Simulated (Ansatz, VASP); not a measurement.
One calculation of MgO, two programs

```xyz
2
Lattice="0.0000 2.0970 2.0970 2.0970 0.0000 2.0970 2.0970 2.0970 0.0000" Properties=species:S:1:pos:R:3 pbc="T T T"
Mg    0.0000    0.0000    0.0000
O     2.0970    2.0970    2.0970
```

Alike in both runs: task single point; functional RPBE; k mesh 11 × 11 × 11; occupations gaussian, width 0.05 eV; no spin polarisation.

```csv
,VASP,Ansatz
version,VASP 6.6.1,Ansatz 0.2.0
potentials or method,"VASP PAW PBE potentials, release 64 (Mg, O), cutoff 520 eV","all-electron LAPW, scalar-relativistic"
```

|  | VASP | Ansatz | Ansatz less VASP |
| --- | --- | --- | --- |
| gap on the k mesh at the Fermi level (eV) | 4.95 | 4.97 | +0.018 |
| least direct gap on the mesh (eV) | 4.95 | 4.97 | +0.018 |
| pressure (GPa) | 11.0 | 11.9 | +0.90 |

VASP's potentials were made for PBE, not for RPBE. Ansatz ran all-electron here, and VASP with PAW potentials.
